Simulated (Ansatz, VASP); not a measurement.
One calculation of InSb3, two programs

Contents of POSCAR:

```
InSb3
1.0
    0.0000000000      3.6954234213      3.6954234213
    3.6954234213      0.0000000000      3.6954234213
    3.6954234213      3.6954234213      0.0000000000
In Sb
1 3
Direct
    0.0000000000      0.0000000000      0.0000000000
    0.2500000000      0.2500000000      0.2500000000
    0.7500000000      0.7500000000      0.7500000000
    0.5000000000      0.5000000000      0.5000000000
```

The input INCAR.step1:

```
SYSTEM = InSb3
ALGO = Normal ; EDIFF = 1E-4
ENCUT = 520 ; GGA = PE
ISMEAR = 0 ; LASPH = .True.
LCHARG = .False. ; LREAL = .False.
LWAVE = .True. ; NBANDS = 22
NELM = 80 ; PREC = Accurate
SIGMA = 0.1
```

INCAR.step2

```
SYSTEM = InSb3
ALGO = Normal ; EDIFF = 1E-7
ENCUT = 520 ; ISIF = 2
ISMEAR = 0 ; ISTART = 1
LASPH = .True. ; LCHARG = .False.
LMIXTAU = .True. ; LREAL = .False.
LWAVE = .False. ; METAGGA = R2SCAN
NBANDS = 22 ; NELM = 80
PREC = Accurate ; SIGMA = 0.1
```

File KPOINTS:

```
k-points
0
Gamma
  10 10 10
  0 0 0
```

Input for Ansatz:

```yaml
crystal:
  lattice:
    - [0.0, 3.6954234213, 3.6954234213]
    - [3.6954234213, 0.0, 3.6954234213]
    - [3.6954234213, 3.6954234213, 0.0]
  atoms:
    - { symbol: In, position: [0.0, 0.0, 0.0] }
    - { symbol: Sb, position: [0.25, 0.25, 0.25] }
    - { symbol: Sb, position: [0.75, 0.75, 0.75] }
    - { symbol: Sb, position: [0.5, 0.5, 0.5] }
basis:
  ecutwfc: 500
kpoints:
  mp_grid: { grid: [10, 10, 10] }
hamiltonian:
  xc: r2scan
scf:
  occupations: { method: gaussian, width: 0.1 }
output:
  forces: true
  stress: true
  eigenvalues: true
```

Alike in both runs: task single point; functional r2SCAN; k mesh 10 × 10 × 10; occupations gaussian, width 0.1 eV; no spin polarisation.

|  | VASP | Ansatz |
| --- | --- | --- |
| version | VASP 6.6.1 | Ansatz 0.2.0 |
| potentials or method | VASP PAW PBE potentials, release 64 (In_d, Sb), cutoff 520 eV | scalar-relativistic, plane waves, PAW |
| valence electrons in the cell | 28 | 58 |

```csv
,VASP,Ansatz,Ansatz less VASP
gap on the k mesh at the Fermi level (eV),none,none,-
pressure (GPa),4.0,4.0,+0.02
```

VASP's potentials were made for PBE, not for r2SCAN. A gap of «none» marks a metal or a gap that the smearing closes. VASP's potentials hold 28 valence electrons a cell and Ansatz's 58, so a difference there can come from the potentials and not from the codes.

Spin-orbit coupling is off throughout.
